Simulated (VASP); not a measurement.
# Ir in VASP: further runs

Runs on Ir. Level: PBEsol. Tasks: single point, relaxation of cell and atoms.

All numbers are computed with VASP 6.6.1; they aren't measurements. Logs are shortened: lines on timing, memory, paths and dates and some standing lists are left out, and cuts for length are marked.

## Step 1: The cell of the first run

It takes space group I4/mmm (No. 139, tetragonal). Conventional cell: a = 2.695 Å, b = 2.695 Å, c = 4.100 Å, α = 90.00°, β = 90.00°, γ = 90.00°. Ir (site symmetry 4/mmm) has 12 Ir at 2.70 to 2.80 Å within 3.6 Å.

## Step 2: Single point, PBEsol

INCAR

```
PREC = Accurate
ENCUT = 500
EDIFF = 1E-6
ISMEAR = 0
SIGMA = 0.1
LREAL = F
LASPH = T
NELM = 120
ALGO = Normal
ISIF = 2
LWAVE = F
LCHARG = F
GGA = PS
NBANDS = 10
GGA_COMPAT = F
```

KPOINTS

```
Automatic mesh
0
Gamma
  10 10 10
```

POSCAR

```
Ir
1.0
   -1.3475155394      1.3475155394      2.0500483158
    1.3475155394     -1.3475155394      2.0500483158
    1.3475155394      1.3475155394     -2.0500483158
Ir
1
Direct
    0.0000000000      0.0000000000      0.0000000000
```

Potentials or basis: VASP PAW PBE potentials, release 64 (Ir).

The run is started by

```console
$ cat potpaw_PBE.64/Ir/POTCAR > POTCAR
$ mpirun -np 1 vasp_std > vasp.out
```

OUTCAR:

```text
PREC = Accurate
   ENCUT = 500
   EDIFF = 1E-6
   ISMEAR = 0
   LREAL = F
   LASPH = T
   NELM = 120
   ISIF = 2
   GGA = PS

 ion  position               nearest neighbor table
   1  0.000  0.000  0.000-

  LATTYP: Found a body centered tetragonal cell.
 ALAT       =     2.6950310788
 C/A-ratio  =     1.5213541186

  Lattice vectors:

 A1 = (  -1.3475155394,   1.3475155394,   2.0500483158)
 A2 = (   1.3475155394,  -1.3475155394,   2.0500483158)
 A3 = (   1.3475155394,   1.3475155394,  -2.0500483158)

Analysis of symmetry for initial positions (statically):
=====================================================================
 Subroutine PRICEL returns:
 Original cell was already a primitive cell.

 Routine SETGRP: Setting up the symmetry group for a
 body centered tetragonal supercell.

 Subroutine GETGRP returns: Found 16 space group operations
 (whereof 16 operations were pure point group operations)
 out of a pool of 16 trial point group operations.

The static configuration has the point symmetry D_4h.

Analysis of symmetry for dynamics (positions and initial velocities):
=====================================================================
 Subroutine PRICEL returns:
 Original cell was already a primitive cell.

 Routine SETGRP: Setting up the symmetry group for a
 body centered tetragonal supercell.

 Subroutine GETGRP returns: Found 16 space group operations
 (whereof 16 operations were pure point group operations)
 out of a pool of 16 trial point group operations.

The dynamic configuration has the point symmetry D_4h.

 Subroutine INISYM returns: Found 16 space group operations
 (whereof 16 operations are pure point group operations),
 and found     1 'primitive' translations

----------------------------------------------------------------------------------------

                                     Primitive cell

  volume of cell :      14.8899

  direct lattice vectors                    reciprocal lattice vectors
    -1.347515539  1.347515539  2.050048316     0.000000000  0.371053235  0.243896691
     1.347515539 -1.347515539  2.050048316     0.371053235  0.000000000  0.243896691
     1.347515539  1.347515539 -2.050048316     0.371053235  0.371053235  0.000000000

  length of vectors
     2.798980949  2.798980949  2.798980949     0.444033894  0.444033894  0.524748517

  position of ions in fractional coordinates (direct lattice)
     0.000000000  0.000000000  0.000000000

  ion indices of the primitive-cell ions
   primitive index   ion index
                 1           1
[... 72 lines left out ...]
   EDIFF  = 0.1E-05   stopping-criterion for ELM
   LREAL  =      F    real-space projection
   EDIFFG = 0.1E-04   stopping-criterion for IOM
   NSW    =      0    number of steps for IOM
   IBRION =     -1    ionic relax: 0-MD 1-quasi-New 2-CG
   NFREE  =      0    steps in history (QN), initial steepest desc. (CG)
   ISIF   =      2    stress and relaxation
   ISYM   =      2    0-nonsym 1-usesym 2-fastsym
   POTIM  = 0.5000    time-step for ionic-motion
   TEBEG  =    0.0;   TEEND  =   0.0 temperature during run
   PSTRESS=    0.0 pullay stress
   NELECT =       9.0000    total number of electrons
   NUPDOWN=      -1.0000    fix difference up-down
   EMIN   =  10.00;   EMAX   =-10.00  energy-range for DOS
   EFERMI =   0.00;   METHOD = LEGACY
   ISMEAR =     0;   SIGMA  =   0.10  broadening in eV -4-tet -1-fermi 0-gaus
   EFERMI_NEDOS =   21; number of points for ismear=-14 and -15
   IALGO  =     38    algorithm
   IMIX   =      4    mixing-type and parameters
     AMIX     =   0.40;   BMIX     =  1.00
     AMIX_MAG =   1.60;   BMIX_MAG =  1.00
  volume/ion in A,a.u.               =      14.89       100.48
  Fermi-wavevector in a.u.,A,eV,Ry     =   1.384177  2.615716 26.068046  1.915947
  Thomas-Fermi vector in A             =   2.508706
   LORBIT       =      0    0 simple, 1 ext, 2 COOP (PROOUT), +10 PAW based schemes
   GGA     = PS    functional components
   LHFCALC =     F    Hartree Fock is set to
   AEXX    =    0.0000 exact exchange contribution
   IVDW    =     0    specifies the selected vdW correction
   LEPSILON=     F    determine dielectric tensor
   LRPA    =     F    only Hartree local field effects (RPA)
 non-spin polarized calculation
 Gauss-broadening in eV      SIGMA  =   0.10
  energy-cutoff  :      500.00
  volume of cell :       14.89
 maximum number of plane-waves:       389
   NGX = 11   NGY = 11   NGZ = 11

 number of electron       8.9999999 magnetization

 Free energy of the ion-electron system (eV)
  ---------------------------------------------------
  ext. energy  EPLUGINS =         0.00000000
  ---------------------------------------------------
  free energy    TOTEN  =        -9.72445769 eV

  energy without entropy =       -9.71860374  energy(sigma->0) =       -9.72153072

 E-fermi :   9.4483     XC(G=0): -13.8004

 val. band max:        9.4417919806   @ k =  -0.4000  -0.4000   0.3000
 cond. band min:       9.4525144210   @ k =  -0.3000   0.4000   0.2000
 fundamental gap:      0.0107224403
 Fermi energy:         9.4482911355

 k-point     1 :       0.0000    0.0000    0.0000
  band No.  band energies     occupation
      1      -1.2644      2.00000
      2       5.1733      2.00000
      3       6.1189      2.00000
      4       6.1189      2.00000
      5       7.6312      2.00000
      6       8.8605      2.00000
      7      23.8715      0.00000
      8      27.7289      0.00000
      9      29.7723      0.00000
     10      29.7723      0.00000
[... 287 lines left out ...]
 k-point    24 :       0.4000    0.3000    0.0000
  band No.  band energies     occupation
      1       3.2189      2.00000
      2       4.1406      2.00000
      3       6.2423      2.00000
      4       7.8554      2.00000
      5       9.7654      0.00001
      6      14.6383      0.00000
      7      16.9282      0.00000
      8      21.9193      0.00000
      9      25.1759      0.00000
     10      28.7236      0.00000

 [... further k-points ...]
[... 5 lines left out ...]
  --------------------------------------------------------------------------------------
  -------------------------------------------------------------------------------------
  Total       -0.9224439     -0.9224439     -3.0719085      0.0000000      0.0000000      0.0000000
  in kB      -99.2564900    -99.2564900   -330.5424232      0.0000000      0.0000000      0.0000000
  external PRESSURE =    -176.3518011 kB  Pullay stress =       0.0000000 kB

 VOLUME and BASIS-vectors are now :
 -----------------------------------------------------------------------------
  energy-cutoff  :      500.00
  volume of cell :       14.89
      direct lattice vectors                 reciprocal lattice vectors
    -1.347515539  1.347515539  2.050048316     0.000000000  0.371053235  0.243896691
     1.347515539 -1.347515539  2.050048316     0.371053235  0.000000000  0.243896691
     1.347515539  1.347515539 -2.050048316     0.371053235  0.371053235  0.000000000

 POSITION                                       TOTAL-FORCE (eV/Angst)
 -----------------------------------------------------------------------------------
      0.00000      0.00000      0.00000        -0.000000      0.000000      0.000000
 -----------------------------------------------------------------------------------
    total drift:                                0.000000     -0.000000      0.000000

  FREE ENERGIE OF THE ION-ELECTRON SYSTEM (eV)
  ---------------------------------------------------
  free  energy   TOTEN  =        -9.7244576855 eV

  energy  without entropy=       -9.7186037448  energy(sigma->0) =       -9.72153072
```

Wall time 7.7 s (1 thread of Intel Xeon 6975P-C, shared host); peak memory 0.14 GiB.

Results:

```
Free energy : -9.7245 eV
Pressure    : -17.6 GPa
```

Stress tensor (GPa, compression positive):
```
 -9.93   0.00   0.00
  0.00  -9.93   0.00
  0.00   0.00 -33.05
```

Levels at points of the mesh, in eV from the Fermi level:
| k point | band 2 | band 3 | band 4 | band 5 | band 6 | band 7 |
| --- | --- | --- | --- | --- | --- | --- |
| (0.00, 0.00, 0.00) | -4.27 | -3.33 | -3.33 | -1.82 | -0.59 | 14.42 |
| (0.50, 0.00, 0.00) | -4.21 | -3.28 | -0.73 | 0.53 | 0.95 | 6.70 |
| (0.50, 0.50, 0.00) | -6.87 | 0.62 | 0.80 | 1.76 | 2.10 | 10.40 |
| (0.50, 0.50, 0.50) | -6.87 | 0.66 | 0.83 | 1.20 | 1.20 | 8.46 |

Caveat: the PAW data sets were made with another functional, which shifts forces and pressure a little; spin-orbit coupling is left out, which moves the levels of the heavy elements.

## Step 3: Single point, PBEsol

This run uses another cell than the first one, of 14.11 Å³/atom, 0.948 times its volume.

INCAR

```
SYSTEM = Ir
PREC = Accurate
ENCUT = 500
EDIFF = 1E-6
ISMEAR = 0
SIGMA = 0.1
LREAL = .FALSE.
LASPH = .TRUE.
NELM = 120
ALGO = Normal
ISIF = 2
LWAVE = .FALSE.
LCHARG = .FALSE.
GGA = PS
NBANDS = 14
GGA_COMPAT = .FALSE.
```

KPOINTS

```
regular mesh
0
G
  8 8 8
  0 0 0
```

POSCAR

```
Ir
1.0
    0.0000000000      1.9180891651      1.9180891651
    1.9180891651      0.0000000000      1.9180891651
    1.9180891651      1.9180891651      0.0000000000
Ir
1
Direct
    0.0000000000      0.0000000000      0.0000000000
```

Potentials or basis: VASP PAW PBE potentials, release 64 (Ir_sv_GW).

The run is started by

```console
$ cat potpaw_PBE.64/Ir_sv_GW/POTCAR > POTCAR
$ mpirun -np 1 vasp_std > vasp.out
```

It took 3.5 s on 1 thread of Intel Xeon 6975P-C (Granite Rapids), shared host; peak memory 0.13 GiB.

It converged, with:

- Free energy: -10.3208 eV
- Pressure: -3.6 GPa

Levels at points of the mesh, in eV from the Fermi level:
```tsv
k point	band 6	band 7	band 8	band 9	band 10	band 11
(0.00, 0.00, 0.00)	-3.97	-3.97	-3.97	-1.23	-1.23	13.51
(0.50, 0.00, 0.00)	-4.06	-4.06	-0.86	0.87	0.87	7.22
(0.50, 0.50, 0.00)	-7.44	0.86	1.44	1.44	1.59	10.48
```

Caveat: the PAW data sets were made with another functional, which shifts forces and pressure a little; spin-orbit coupling is left out, which moves the levels of the heavy elements.

## Step 4: Single point, PBEsol

This run uses another cell than the first one, of 14.05 Å³/atom, 0.944 times its volume.

INCAR

```
SYSTEM = Ir
PREC     = Accurate       ! precision mode
ENCUT    = 520            ! plane-wave cutoff, eV
EDIFF    = 1E-6           ! SCF threshold, eV
ISMEAR   = 0              ! smearing method
SIGMA    = 0.1            ! smearing width, eV
LREAL    = .FALSE.        ! projectors in reciprocal space
LASPH    = .TRUE.         ! aspherical terms in the spheres
NELM     = 60             ! most SCF steps
ALGO     = Normal         ! electronic algorithm
ISIF     = 2              ! what is computed and relaxed
LWAVE    = .FALSE.        ! write WAVECAR
LCHARG   = .FALSE.        ! write CHGCAR
GGA      = PS             ! functional
NBANDS   = 10             ! bands
```

KPOINTS

```
regular mesh
0
G
  24 24 24
  0 0 0
```

POSCAR

```
Ir
1.0
    0.0000000000      1.9151838710      1.9151838710
    1.9151838710      0.0000000000      1.9151838710
    1.9151838710      1.9151838710      0.0000000000
Ir
1
Direct
    0.0000000000      0.0000000000      0.0000000000
```

Potentials or basis: VASP PAW PBE potentials, release 64 (Ir).

The run is started by

```console
$ cat potpaw_PBE.64/Ir/POTCAR > POTCAR
$ mpirun -np 1 vasp_std > vasp.out
```

Wall time 21 s (1 thread of Intel Xeon Platinum 8559C (Emerald Rapids), shared host); peak memory 0.17 GiB.

Results (log left out):

```yaml
Free_energy: -9.8212 eV
Pressure: 1.0 GPa
```

Levels at points of the mesh, in eV from the Fermi level:
```
           k point  band 1  band 2  band 3  band 4  band 5  band 6  band 7  band 8
(0.00, 0.00, 0.00)  -11.27   -3.95   -3.95   -3.95   -1.20   -1.20   14.30   19.91
(0.50, 0.00, 0.00)   -8.22   -4.05   -4.05   -0.84    0.91    0.91    7.29   13.83
(0.50, 0.50, 0.00)   -8.03   -7.45    0.89    1.49    1.49    1.64   10.55   11.69
```

Caveat: the PAW data sets were made with another functional, which shifts forces and pressure a little; spin-orbit coupling is left out, which moves the levels of the heavy elements.

## Step 5: Relaxation of cell and atoms, PBEsol

This run uses another cell than the first one, of 14.04 Å³/atom, 0.943 times its volume.

INCAR

```
ALGO = Normal ; EDIFF = 1E-6
EDIFFG = -0.01 ; ENCUT = 600
GGA = PS ; IBRION = 2
ISIF = 3 ; ISMEAR = 0
LASPH = T ; LCHARG = F
LREAL = F ; LWAVE = F
NELM = 60 ; NSW = 100
PREC = Accurate ; SIGMA = 0.1
```

KPOINTS

```
k-points
0
Gamma
  24 24 24
```

POSCAR

```
Ir
1.0
    0.0000000000      1.9148332142      1.9148332142
    1.9148332142      0.0000000000      1.9148332142
    1.9148332142      1.9148332142      0.0000000000
Ir
1
Direct
    0.0000000000      0.0000000000      0.0000000000
```

The run is started by

```console
$ cat potpaw_PBE.64/Ir/POTCAR > POTCAR
$ mpirun -np 1 vasp_std > vasp.out
```

Wall time 37 s (1 thread of Intel Xeon Platinum 8559C (Emerald Rapids), shared host); peak memory 0.2 GiB.

The run converged. Its results:

```
Free energy                            : -9.8214 eV
Relaxed volume                         : 14.09 Å³/atom
Relaxed cell                           : a = 2.711 Å, b = 2.711 Å, c = 2.711 Å, α = 60.00°, β = 60.00°, γ = 60.00°
Space group after relaxing (to 0.05 Å) : Fm-3m (No. 225)
Energy gained by relaxing              : 0.2 meV/atom
Ionic steps                            : 3
Pressure after relaxing                : 0.0 GPa
```

Step by step:
| step | energy change (eV) | largest force (eV/Å) | pressure (GPa) | volume (Å³) |
| --- | --- | --- | --- | --- |
| 1 | 0.0000 | 0.0000 | 1.29 | 14.04 |
| 2 | 0.0027 | 0.0000 | -4.91 | 14.27 |
| 3 | -0.0002 | 0.0000 | -0.03 | 14.09 |

Final structure:
```xyz
1
Lattice="0.0000 1.9169 1.9169 1.9169 0.0000 1.9169 1.9169 1.9169 0.0000" Properties=species:S:1:pos:R:3 pbc="T T T"
Ir    0.0000    0.0000    0.0000
```

Levels at points of the mesh, in eV from the Fermi level:
```csv
k point,band 1,band 2,band 3,band 4,band 5,band 6,band 7,band 8
"(0.00, 0.00, 0.00)",-11.24,-3.93,-3.93,-3.93,-1.20,-1.20,14.31,19.90
"(0.50, 0.00, 0.00)",-8.19,-4.03,-4.03,-0.84,0.91,0.91,7.27,13.83
"(0.50, 0.50, 0.00)",-8.00,-7.42,0.89,1.49,1.49,1.64,10.52,11.68
```

Caveat: the PAW data sets were made with another functional, which shifts forces and pressure a little; spin-orbit coupling is left out, which moves the levels of the heavy elements.

## Step 6: Overview

| task | potentials or basis | cell | k mesh | cutoff (eV) | second run | gap on the mesh (eV) | pressure (GPa) |
| --- | --- | --- | --- | --- | --- | --- | --- |
| single point | VASP PAW PBE potentials, release 64 (Ir) | a = 2.799 Å, angles 122.4, 122.4, 85.8°, 1 atom | 10 × 10 × 10 | 500 | - | none | -17.6 |
| single point | VASP PAW PBE potentials, release 64 (Ir_sv_GW) | a = 2.713 Å, angles 60.0°, 1 atom | 8 × 8 × 8 | 500 | valence_matched | none | -3.6 |
| single point | VASP PAW PBE potentials, release 64 (Ir) | a = 2.708 Å, angles 60.0°, 1 atom | 24 × 24 × 24 | 520 | - | none | 1.0 |
| relaxation of cell and atoms | VASP PAW PBE potentials, release 64 (Ir) | relaxed from a = 2.708 Å, angles 60.0°, 1 atom | 24 × 24 × 24 | 600 | - | none | 0.0 |

Alike in all rows: level PBEsol; no spin polarisation; smearing gaussian 0.1 eV.

Caveats: the PAW data sets were made with another functional, which shifts forces and pressure a little; spin-orbit coupling is left out, which moves the levels of the heavy elements.

Absolute energies hang on the potentials; compare differences alone.
